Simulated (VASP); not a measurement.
The system is MgH2Ir2.

```
CELL_PARAMETERS angstrom
3.37500 0.00000 0.00000
-1.68750 2.92283 0.00000
0.00000 0.00000 6.91913
ATOMIC_POSITIONS crystal
Mg 0.00000 0.00000 0.50000
H 0.33333 0.66667 0.00000
H 0.66667 0.33333 0.00000
Ir 0.00000 0.00000 0.79815
Ir 0.00000 0.00000 0.20185
```

The cell was generated, and may not be a known phase.

| Property | Result |
| --- | --- |
| Program | VASP 6.6.1 |
| Task | relaxation of cell and atoms |
| Functional | PBE |
| Potentials or basis | VASP PAW PBE potentials, release 64 (Mg, H, Ir) |
| Cutoff | 600 eV |
| k mesh | 6 × 6 × 4 |
| Occupations | gaussian, width 0.1 eV |
| Spin | no spin polarisation |

At the start: pressure -0.0 GPa; volume 13.65 Å³/atom.

Question: How do energy, volume and symmetry change on relaxing?

Answer: Over 16 steps the energy falls by 1041.2 meV/atom and the volume is 10.98 Å³/atom (-19.6 %); space group P6/mmm (No. 191, to 0.1 Å) before and after.

Step by step:
| step | energy change (eV) | largest force (eV/Å) | pressure (GPa) | volume (Å³) |
| --- | --- | --- | --- | --- |
| 1 | 0.0000 | 7.5392 | -0.02 | 68.25 |
| 2 | -4.3144 | 1.8177 | -9.09 | 65.53 |
| 3 | -4.2547 | 1.1668 | -13.92 | 66.49 |
| 4 | -4.3038 | 1.5351 | -11.61 | 66.00 |
| 5 | -4.8427 | 1.8157 | 2.78 | 57.33 |
| 6 | -4.8436 | 1.8055 | 2.23 | 57.55 |
| 7 | -5.0538 | 0.5670 | -2.38 | 57.12 |
| 8 | -5.0875 | 0.1524 | -3.63 | 56.92 |
| 9 | -5.0910 | 0.0069 | -4.02 | 56.83 |
| 10 | -5.1870 | 0.1542 | 2.36 | 54.02 |
| 11 | -5.1872 | 0.1381 | 2.04 | 54.13 |
| 12 | -5.2022 | 0.2087 | -0.75 | 54.99 |
| 13 | -5.2029 | 0.1938 | -0.38 | 54.84 |
| 14 | -5.2054 | 0.0566 | 0.39 | 54.70 |
| 15 | -5.2054 | 0.0339 | 0.43 | 54.68 |
| 16 | -5.2059 | 0.0049 | -0.06 | 54.91 |

Final structure:
```xyz
5
Lattice="2.8185 0.0000 0.0000 -1.4092 2.4409 0.0000 0.0000 0.0000 7.9815" Properties=species:S:1:pos:R:3 pbc="T T T"
Mg    1.4092    2.4409    3.9908
H     0.0000    1.6272    0.0000
H     1.4092    0.8136    7.9815
Ir    1.4092    2.4409    6.5359
Ir    0.0000    0.0000    1.4457
```

Caveat: the volume moved by over 15 % at a fixed basis, so the end points are rough.
